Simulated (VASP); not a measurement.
BeS: relaxation of the atoms with PBE

The system is BeS.

```
Be S
1.0
     0.00000    2.43515    2.43515
     2.43515    0.00000    2.43515
     2.43515    2.43515    0.00000
Be S
1 1
Direct
  0.00000 0.00000 0.00000
  0.25000 0.25000 0.25000
```

```json
{
  "Program": "VASP 6.6.1",
  "Task": "relaxation of the atoms",
  "Functional": "PBE",
  "Potentials or basis": "VASP PAW PBE potentials, release 64 (Be, S)",
  "Cutoff": "520 eV",
  "k mesh": "10 × 10 × 10",
  "Occupations": "fermi-dirac, width 0.03 eV",
  "Spin": "no spin polarisation",
  "Dipole correction": "no",
  "Further INCAR settings": "ALGO = Normal; EDIFF = 1e-06; IBRION = 2; EDIFFG = -0.01; NSW = 50"
}
```

The pressure after relaxing is 0.3 GPa. The band gap on the k mesh is 3.14 eV, indirect (least direct gap 5.67 eV).

Final structure:
```xyz
2
Lattice="0.0000 2.4352 2.4352 2.4352 0.0000 2.4352 2.4352 2.4352 0.0000" Properties=species:S:1:pos:R:3 pbc="T T T"
Be    0.0000    0.0000    0.0000
S     1.2176    1.2176    1.2176
```

Levels at points of the mesh, in eV from the valence-band top:
```tsv
k point	band 1	band 2	band 3	band 4	band 5	band 6	band 7	band 8
(0.00, 0.00, 0.00)	-13.61	0.00	0.00	0.00	5.67	5.67	5.67	5.78
(0.50, 0.00, 0.00)	-12.03	-5.71	-1.02	-1.02	5.43	6.57	6.57	11.15
(0.50, 0.50, 0.00)	-11.50	-4.96	-2.60	-2.60	3.14	4.93	12.68	12.68
```

It took 12 s on 1 thread of AMD EPYC 7R13 Processor (Zen 3), with other jobs on the host, peak memory 0.12 GiB.

Caveat: the relaxation stopped at its first step, so nothing moved. A k mesh can miss the band edges.
